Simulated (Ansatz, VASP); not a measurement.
TiAl: VASP beside Ansatz

```
Ti Al
1.0
     2.74633    0.00000    0.00000
     0.00000    2.74633    0.00000
     0.00000    0.00000    4.16810
Ti Al
1 1
Cartesian
  0.0000 0.0000 0.0000
  1.3732 1.3732 2.0840
```

Alike in both runs: task single point; functional PBEsol; k mesh 16 × 16 × 16; occupations gaussian, width 0.15 eV; no spin polarisation.

|  | VASP | Ansatz |
| --- | --- | --- |
| version | VASP 6.6.1 | Ansatz 0.2.0 |
| potentials or method | VASP PAW PBE potentials, release 64 (Ti_sv, Al), cutoff 520 eV | scalar-relativistic, plane waves, PAW |
| valence electrons in the cell | 15 | 15 |

VASP gave:

- gap on the k mesh at the Fermi level (eV): none
- pressure (GPa): 0.4
- traceless stress, the component that is largest in VASP (GPa): -3.13

Question: Which values does Ansatz return?

Answer: gap on the k mesh at the Fermi level (eV): none; pressure (GPa): 0.4; traceless stress, the component that is largest in VASP (GPa): -3.18.

VASP's potentials were made for PBE, not for PBEsol, and Ansatz warns of the same on its side. A gap of «none» marks a metal or a gap that the smearing closes.
